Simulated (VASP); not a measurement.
# In16P15 (a cell with a defect) in VASP: single point with PBE

Aim: the single point of In16P15 (a cell with a defect) with PBE.

All numbers are computed with VASP 6.6.1; they aren't measurements. Logs are shortened: lines on timing, memory, paths and dates and some standing lists are left out, and cuts for length are marked.

## (1) The cell of the first run

The cell holds a defect, 31 atoms: a = 10.323 Å, b = 10.323 Å, c = 10.323 Å, α = 109.47°, β = 109.47°, γ = 109.47°.

## (2) Single point, PBE

Input file INCAR:

```
PREC = Accurate
ENCUT = 520
EDIFF = 1E-6
ISMEAR = 0
SIGMA = 0.02
LREAL = Auto
LASPH = True
NELM = 80
ALGO = Normal
ISIF = 2
LWAVE = False
LCHARG = False
GGA = PE
NELECT = 280.0
NBANDS = 162
```

Input file KPOINTS:

```
Automatic mesh
0
Gamma
  2 2 2
  0.5 0.5 0.5
```

Input file POSCAR:

```
In16P15
1.0
   -5.9597880289      5.9597880289      5.9597880289
    5.9597880289     -5.9597880289      5.9597880289
    5.9597880289      5.9597880289     -5.9597880289
In P
16 15
Direct
    0.5529764251      0.5000000000      0.0000000000
    0.5042086118      0.7542086118      0.7547210075
    0.4952789925     -0.0005123958      0.4994876042
    0.7505123958      0.2457913882      0.0000000000
    0.5042086118      0.2547210075      0.2542086118
    0.7505123958      0.5000000000      0.7457913882
    0.7494876042      0.7452789925      0.4994876042
   -0.0042086118      0.0005123958      0.0000000000
    0.7494876042     -0.0005123958      0.2452789925
   -0.0529764251      0.1970235749      0.6970235749
   -0.0042086118      0.5000000000      0.5005123958
    0.2500000000      0.8029764251      0.0000000000
    0.0047210075      0.7542086118      0.2542086118
    0.2500000000      0.0005123958      0.7457913882
    0.2500000000      0.2457913882      0.5005123958
    0.2500000000      0.5000000000      0.3029764251
    0.2500000000      0.7488280957      0.7440359725
    0.2500000000      0.0000000000      0.5000000000
    0.4988280957      0.2440359725      0.0000000000
    0.2500000000      0.2440359725      0.2488280957
    0.4988280957      0.5000000000      0.7440359725
    0.5059640275      0.7559640275      0.5047921233
    0.7500000000      0.0000000000      0.0000000000
    0.5059640275      0.0047921233      0.2559640275
    0.7452078767      0.2511719043      0.7511719043
    0.7500000000      0.5000000000      0.5000000000
   -0.0059640275      0.7488280957      0.0000000000
    0.7547921233      0.7559640275      0.2559640275
    0.0011719043     -0.0047921233      0.7511719043
    0.0011719043      0.2511719043      0.4952078767
   -0.0059640275      0.5000000000      0.2488280957
```

Potentials or basis: VASP PAW PBE potentials, release 64 (In_d, P).

Command:

```bash
$ cat potpaw_PBE.64/In_d/POTCAR potpaw_PBE.64/P/POTCAR > POTCAR
$ mpirun -np 1 vasp_std > vasp.out
```

OUTCAR:

```text
PREC = Accurate
   ENCUT = 520
   EDIFF = 1E-6
   ISMEAR = 0
   LREAL = Auto
   LASPH = True
   NELM = 80
   ISIF = 2
   GGA = PE
   NELECT = 280.0

 ion  position               nearest neighbor table
   1  0.553  0.500  0.000-  19 2.51  21 2.51  28 2.51  13 3.82   4 3.82   6 3.82
   2  0.504  0.754  0.755-  23 2.54  21 2.57  17 2.57  22 2.59  16 3.82
   3  0.495  0.999  0.499-  18 2.54  22 2.57  24 2.57  25 2.59  10 3.82
   4  0.751  0.246  0.000-  23 2.54  25 2.57  31 2.57  19 2.59   1 3.82
   5  0.504  0.255  0.254-  26 2.54  20 2.57  19 2.57  24 2.59  12 3.82
   6  0.751  0.500  0.746-  26 2.54  25 2.57  27 2.57  21 2.59   1 3.82
   7  0.749  0.745  0.499-  26 2.54  22 2.57  28 2.57  29 2.59  10 3.82
   8  0.996  0.001  0.000-  23 2.54  29 2.57  20 2.57  27 2.59  12 3.82
   9  0.749  0.999  0.245-  23 2.54  24 2.57  28 2.57  30 2.59  10 3.82
  10  0.947  0.197  0.697-  25 2.51  29 2.51  30 2.51   7 3.82   3 3.82   9 3.82
  11  0.996  0.500  0.501-  26 2.54  30 2.57  17 2.57  31 2.59  16 3.82
  12  0.250  0.803  0.000-  17 2.51  27 2.51  24 2.51   5 3.82   8 3.82  14 3.82
  13  0.005  0.754  0.254-  18 2.54  27 2.57  31 2.57  28 2.59   1 3.82
  14  0.250  0.001  0.746-  18 2.54  29 2.57  19 2.57  17 2.59  12 3.82
  15  0.250  0.246  0.501-  18 2.54  30 2.57  21 2.57  20 2.59  16 3.82
  16  0.250  0.500  0.303-  20 2.51  31 2.51  22 2.51   2 3.82  15 3.82  11 3.82
  17  0.250  0.749  0.744-  12 2.51  11 2.57   2 2.57  14 2.59
  18  0.250  0.000  0.500-  14 2.54  15 2.54  13 2.54   3 2.54
  19  0.499  0.244  0.000-   1 2.51  14 2.57   5 2.57   4 2.59
  20  0.250  0.244  0.249-  16 2.51   8 2.57   5 2.57  15 2.59
  21  0.499  0.500  0.744-   1 2.51  15 2.57   2 2.57   6 2.59
  22  0.506  0.756  0.505-  16 2.51   7 2.57   3 2.57   2 2.59
  23  0.750  0.000  0.000-   4 2.54   8 2.54   2 2.54   9 2.54
  24  0.506  0.005  0.256-  12 2.51   9 2.57   3 2.57   5 2.59
  25  0.745  0.251  0.751-  10 2.51   6 2.57   4 2.57   3 2.59
  26  0.750  0.500  0.500-   6 2.54  11 2.54   5 2.54   7 2.54
  27  0.994  0.749  0.000-  12 2.51   6 2.57  13 2.57   8 2.59
  28  0.755  0.756  0.256-   1 2.51   7 2.57   9 2.57  13 2.59
  29  0.001  0.995  0.751-  10 2.51   8 2.57  14 2.57   7 2.59
  30  0.001  0.251  0.495-  10 2.51  11 2.57  15 2.57   9 2.59
  31  0.994  0.500  0.249-  16 2.51   4 2.57  13 2.57  11 2.59

  LATTYP: Found a body centered cubic cell.
 ALAT       =    11.9195760578

  Lattice vectors:

 A1 = (  -5.9597880289,   5.9597880289,   5.9597880289)
 A2 = (   5.9597880289,  -5.9597880289,   5.9597880289)
 A3 = (   5.9597880289,   5.9597880289,  -5.9597880289)

Analysis of symmetry for initial positions (statically):
=====================================================================
 Subroutine PRICEL returns:
 Original cell was already a primitive cell.

 Routine SETGRP: Setting up the symmetry group for a
 body centered cubic supercell.

 Subroutine GETGRP returns: Found 24 space group operations
 (whereof  2 operations were pure point group operations)
 out of a pool of 48 trial point group operations.

The static configuration has the point symmetry C_1h.
 The point group associated with its full space group is T_d .

Analysis of symmetry for dynamics (positions and initial velocities):
=====================================================================
 Subroutine PRICEL returns:
 Original cell was already a primitive cell.

 Routine SETGRP: Setting up the symmetry group for a
 body centered cubic supercell.

 Subroutine GETGRP returns: Found 24 space group operations
 (whereof  2 operations were pure point group operations)
 out of a pool of 48 trial point group operations.

The dynamic configuration has the point symmetry C_1h.
 The point group associated with its full space group is T_d .

 Subroutine INISYM returns: Found 24 space group operations
 (whereof  2 operations are pure point group operations),
 and found     1 'primitive' translations

----------------------------------------------------------------------------------------

                                     Primitive cell

  volume of cell :     846.7446

  direct lattice vectors                    reciprocal lattice vectors
    -5.959788029  5.959788029  5.959788029     0.000000000  0.083895601  0.083895601
     5.959788029 -5.959788029  5.959788029     0.083895601  0.000000000  0.083895601
     5.959788029  5.959788029 -5.959788029     0.083895601  0.083895601  0.000000000

  length of vectors
    10.322655668 10.322655668 10.322655668     0.118646297  0.118646297  0.118646297

  position of ions in fractional coordinates (direct lattice)
     0.552976425  0.500000000  0.000000000
     0.504208612  0.754208612  0.754721008
     0.495278992  0.999487604  0.499487604
     0.750512396  0.245791388  0.000000000
     0.504208612  0.254721008  0.254208612
     0.750512396  0.500000000  0.745791388
[... 23 lines left out ...]
     0.001171904  0.251171904  0.495207877
     0.994035973  0.500000000  0.248828096

  ion indices of the primitive-cell ions
   primitive index   ion index
                 1           1
                 2           2
                 3           3
                 4           4
                 5           5
                 6           6
[... 23 lines left out ...]
                30          30
                31          31

----------------------------------------------------------------------------------------

 KPOINTS: Automatic mesh

Automatic generation of k-mesh.
 Grid dimensions read from file:
 generate k-points for:    2    2    2

 Generating k-lattice:

  Cartesian coordinates                     Fractional coordinates (reciprocal lattice)
     0.000000000  0.041947801  0.041947801     0.500000000  0.000000000  0.000000000
     0.041947801  0.000000000  0.041947801     0.000000000  0.500000000  0.000000000
     0.041947801  0.041947801  0.000000000     0.000000000  0.000000000  0.500000000

  Length of vectors
     0.059323149  0.059323149  0.059323149

  Shift w.r.t. Gamma in fractional coordinates (k-lattice)
     0.500000000  0.500000000  0.500000000

 Subroutine IBZKPT returns following result:
 ===========================================

 Found      2 irreducible k-points:

 Following reciprocal coordinates:
            Coordinates               Weight
  0.250000  0.250000  0.250000      2.000000
 -0.250000  0.250000  0.250000      6.000000
   k-points           NKPTS =      2   k-points in BZ     NKDIM =      2   number of bands    NBANDS=    162
   number of dos      NEDOS =    301   number of ions     NIONS =     31
   total plane-waves  NPLWV = 512000
   dimension x,y,z NGX =    80 NGY =   80 NGZ =   80
   dimension x,y,z NGXF=   160 NGYF=  160 NGZF=  160
   ions per type =              16  15
   NGX,Y,Z   is equivalent  to a cutoff of  12.88, 12.88, 12.88 a.u.
   NGXF,Y,Z  is equivalent  to a cutoff of  25.77, 25.77, 25.77 a.u.
 SYSTEM =  unknown system
   PREC   = accura    normal or accurate (medium, high low for compatibility)
   ISTART =      0    job   : 0-new  1-cont  2-samecut
   ICHARG =      2    charge: 1-file 2-atom 10-const
   ISPIN  =      1    spin polarized calculation?
   LNONCOLLINEAR =      F non collinear calculations
   LSORBIT =      F    spin-orbit coupling
   LASPH  =      T    aspherical Exc in radial PAW
   ENCUT  =  520.0 eV  38.22 Ry    6.18 a.u.  19.19 19.19 19.19*2*pi/ulx,y,z
   NELM   =     80;   NELMIN=  2; NELMDL= -5     # of ELM steps
   EDIFF  = 0.1E-05   stopping-criterion for ELM
   LREAL  =      T    real-space projection
   EDIFFG = 0.1E-04   stopping-criterion for IOM
   NSW    =      0    number of steps for IOM
   IBRION =     -1    ionic relax: 0-MD 1-quasi-New 2-CG
   NFREE  =      0    steps in history (QN), initial steepest desc. (CG)
   ISIF   =      2    stress and relaxation
   ISYM   =      2    0-nonsym 1-usesym 2-fastsym
   POTIM  = 0.5000    time-step for ionic-motion
   TEBEG  =    0.0;   TEEND  =   0.0 temperature during run
   PSTRESS=    0.0 pullay stress
   NELECT =     280.0000    total number of electrons
   NUPDOWN=      -1.0000    fix difference up-down
   EMIN   =  10.00;   EMAX   =-10.00  energy-range for DOS
   EFERMI =   0.00;   METHOD = LEGACY
   ISMEAR =     0;   SIGMA  =   0.02  broadening in eV -4-tet -1-fermi 0-gaus
   EFERMI_NEDOS =   21; number of points for ismear=-14 and -15
   IALGO  =     38    algorithm
   IMIX   =      4    mixing-type and parameters
     AMIX     =   0.40;   BMIX     =  1.00
     AMIX_MAG =   1.60;   BMIX_MAG =  1.00
  volume/ion in A,a.u.               =      27.31       184.33
  Fermi-wavevector in a.u.,A,eV,Ry     =   1.132079  2.139319 17.437263  1.281603
  Thomas-Fermi vector in A             =   2.268779
   LORBIT       =      0    0 simple, 1 ext, 2 COOP (PROOUT), +10 PAW based schemes
   GGA     = PE    functional components
   LHFCALC =     F    Hartree Fock is set to
   AEXX    =    0.0000 exact exchange contribution
   IVDW    =     0    specifies the selected vdW correction
   LEPSILON=     F    determine dielectric tensor
   LRPA    =     F    only Hartree local field effects (RPA)
 non-spin polarized calculation
 Gauss-broadening in eV      SIGMA  =   0.02
  energy-cutoff  :      520.00
  volume of cell :      846.74
 maximum number of plane-waves:     22768
 NGX is ok and might be reduce to    80
   NGX = 39   NGY = 39   NGZ = 39

 number of electron     280.0000007 magnetization

 Free energy of the ion-electron system (eV)
  ---------------------------------------------------
  ext. energy  EPLUGINS =         0.00000000
  ---------------------------------------------------
  free energy    TOTEN  =      -141.59319081 eV

  energy without entropy =     -141.59319081  energy(sigma->0) =     -141.59319081

 E-fermi :   4.0472     XC(G=0):  -8.7742

 val. band max:        3.9229630226   @ k =   0.2500   0.2500   0.2500
 cond. band min:       5.4842598081   @ k =   0.2500   0.2500   0.2500
 fundamental gap:      1.5612967855
 Fermi energy:         4.0471628577

 k-point     1 :       0.2500    0.2500    0.2500
  band No.  band energies     occupation
      1     -10.0417      2.00000
      2     -10.0417      2.00000
      3     -10.0417      2.00000
      4     -10.0401      2.00000
      5      -9.9494      2.00000
      6      -9.9494      2.00000
[... 144 lines left out ...]
    151       6.9636      0.00000
    152       6.9808      0.00000

 k-point     2 :      -0.2500    0.2500    0.2500
  band No.  band energies     occupation
      1     -10.0418      2.00000
      2     -10.0415      2.00000
      3     -10.0415      2.00000
      4     -10.0405      2.00000
      5      -9.9523      2.00000
      6      -9.9509      2.00000
[... 144 lines left out ...]
    151       7.2968      0.00000
    152       7.3451      0.00000
 [bands above 152 left out]

------------------------ aborting loop because EDIFF is reached ----------------------------------------

  FORCE on cell =-STRESS in cart. coord.  units (eV):
  Direction    XX          YY          ZZ          XY          YZ          ZX
  --------------------------------------------------------------------------------------
  -------------------------------------------------------------------------------------
  Total      -21.0372671    -21.0372671    -21.0372671      0.0000000     -0.0000000     -0.0000000
  in kB      -39.8059022    -39.8059022    -39.8059022      0.0000000     -0.0000000     -0.0000000
  external PRESSURE =     -39.8059022 kB  Pullay stress =       0.0000000 kB

 VOLUME and BASIS-vectors are now :
 -----------------------------------------------------------------------------
  energy-cutoff  :      520.00
  volume of cell :      846.74
      direct lattice vectors                 reciprocal lattice vectors
    -5.959788029  5.959788029  5.959788029     0.000000000  0.083895601  0.083895601
     5.959788029 -5.959788029  5.959788029     0.083895601  0.000000000  0.083895601
     5.959788029  5.959788029 -5.959788029     0.083895601  0.083895601  0.000000000

 POSITION                                       TOTAL-FORCE (eV/Angst)
 -----------------------------------------------------------------------------------
     -0.31573      0.31573      6.27552         0.000556     -0.000556     -0.000556
      5.98792      3.00803      3.00192        -0.003561     -0.003561      0.017015
      5.98182     -0.02814      5.93165         0.017015      0.003561      0.003561
     -3.00803      3.00803      5.93776         0.003561     -0.003561     -0.017015
      0.02814      3.00192      3.00803        -0.003561      0.017015     -0.003561
      2.95176      5.93776      3.00803         0.003561     -0.017015     -0.003561
[... 23 lines left out ...]
      4.44128      1.46139     -1.44742         0.009707      0.009707     -0.019185
     -1.46139      4.42731      7.42117        -0.009707      0.019185      0.009707
 -----------------------------------------------------------------------------------
    total drift:                               -0.000002      0.000006     -0.000005

  FREE ENERGIE OF THE ION-ELECTRON SYSTEM (eV)
  ---------------------------------------------------
  free  energy   TOTEN  =      -141.5931908144 eV

  energy  without entropy=     -141.5931908144  energy(sigma->0) =     -141.59319081
```

Run time: 6.4 min. Hardware: 1 thread of Intel Xeon 6975P-C (Granite Rapids), shared host; peak memory 1 GiB.

Results:

```
Free energy   : -141.5932 eV
Largest force : 0.024 eV/Å
```

Forces on the atoms (eV/Å):
```
In   0.001 -0.001 -0.001
In  -0.004 -0.004  0.017
In   0.017  0.004  0.004
In   0.004 -0.004 -0.017
In  -0.004  0.017 -0.004
In   0.004 -0.017 -0.004
In   0.004  0.017  0.004
In  -0.004  0.004 -0.017
In   0.004  0.004  0.017
In   0.001  0.001  0.001
In  -0.004 -0.017  0.004
In  -0.001  0.001 -0.001
In   0.017 -0.004 -0.004
In  -0.017  0.004 -0.004
In  -0.017 -0.004  0.004
In  -0.001 -0.001  0.001
P    0.019  0.010 -0.010
P    0.000  0.000  0.000
P    0.010 -0.010  0.019
P    0.019 -0.010  0.010
P    0.010  0.019 -0.010
P   -0.010 -0.010 -0.019
P    0.000  0.000  0.000
P   -0.010 -0.019 -0.010
P   -0.019  0.010  0.010
P    0.000  0.000  0.000
P   -0.010  0.010  0.019
P   -0.019 -0.010 -0.010
P    0.010 -0.019  0.010
P    0.010  0.010 -0.019
P   -0.010  0.019  0.010
```

Levels at points of the mesh, in eV from the Fermi level:
| k point | band 137 | band 138 | band 139 | band 140 | band 141 | band 142 | band 143 | band 144 |
| --- | --- | --- | --- | --- | --- | --- | --- | --- |
| (0.25, 0.25, 0.25) | -0.18 | -0.12 | -0.12 | -0.12 | 1.44 | 1.98 | 1.98 | 1.98 |

Caveat: the cell carries a net charge on a neutralising background, which shifts energy and pressure; the cell is charged against a uniform background, so pressure and absolute levels hang on convention; spin-orbit coupling is left out, which moves the levels of the heavy elements.
